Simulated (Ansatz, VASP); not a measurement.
## WSe2 in VASP and in Ansatz

INCAR

```
PREC = Accurate ; ENCUT = 520
EDIFF = 1E-6 ; ISMEAR = 0
SIGMA = 0.05 ; LREAL = F
LASPH = T ; NELM = 80
ALGO = Normal ; ISIF = 2
LWAVE = F ; LCHARG = F
GGA = PE ; IVDW = 12
NBANDS = 35
```

File KPOINTS:

```
Automatic mesh
0
Gamma
  9 9 2
```

File POSCAR:

```
WSe2
1.0
   -3.2789854852      0.0000000000      0.0000000000
   -1.6394927426     -2.8396847288      0.0000000000
   -0.1366243952     -0.2366403941     14.0112373504
W Se
2 4
Direct
    0.0000000000     -0.0625000000      0.7500000000
    0.0000000000     -0.0208333333      0.2500000000
    0.3333333333      0.2608102978      0.8702764262
    0.3333333333      0.3024769645      0.3702764262
    0.3333333333      0.3225230355      0.1297235738
    0.3333333333      0.2808563688      0.6297235738
```

Input for Ansatz:

```yaml
crystal:
  lattice:
    - [-3.2789854852, 0.0, 0.0]
    - [-1.6394927426, -2.8396847288, 0.0]
    - [-0.1366243952, -0.2366403941, 14.0112373504]
  atoms:
    - { symbol: W, position: [0.0, -0.0625, 0.75] }
    - { symbol: W, position: [0.0, -0.0208333333, 0.25] }
    - { symbol: Se, position: [0.3333333333, 0.2608102978, 0.8702764262] }
    - { symbol: Se, position: [0.3333333333, 0.3024769645, 0.3702764262] }
    - { symbol: Se, position: [0.3333333333, 0.3225230355, 0.1297235738] }
    - { symbol: Se, position: [0.3333333333, 0.2808563688, 0.6297235738] }
basis:
  ecutwfc: 420
kpoints:
  mp_grid: { grid: [9, 9, 2] }
hamiltonian:
  xc: pbe
  pseudopotentials: { kind: paw, azcp: { folder: soft_1 } }
  dispersion: d3bj
scf:
  occupations: { method: gaussian, width: 0.05 }
output:
  forces: true
  stress: true
  eigenvalues: true
```

Alike in both runs: task single point; functional PBE; dispersion D3(BJ); k mesh 9 × 9 × 2; occupations gaussian, width 0.05 eV; no spin polarisation.

|  | VASP | Ansatz |
| --- | --- | --- |
| version | VASP 6.6.1 | Ansatz 0.2.0 |
| potentials or method | VASP PAW PBE potentials, release 64 (W_sv, Se), cutoff 520 eV | scalar-relativistic, plane waves, PAW |
| valence electrons in the cell | 52 | 92 |

VASP gave:

```
gap on the k mesh at the Fermi level (eV)                     : 1.33
least direct gap on the mesh (eV)                             : 1.64
pressure (GPa)                                                : 0.3
traceless stress, the component that is largest in VASP (GPa) : -0.09
rms of the force components (eV/Å)                            : 0.025
```

Task: Which values does Ansatz return?

Result: gap on the k mesh at the Fermi level (eV): 1.34; least direct gap on the mesh (eV): 1.64; pressure (GPa): 0.0; traceless stress, the component that is largest in VASP (GPa): -0.09; rms of the force components (eV/Å): 0.006.

Atom by atom the forces differ by 0.023 eV/Å (rms over components). VASP's potentials hold 52 valence electrons a cell and Ansatz's 92, so a difference there can come from the potentials and not from the codes.

Neither program's run includes spin-orbit coupling.
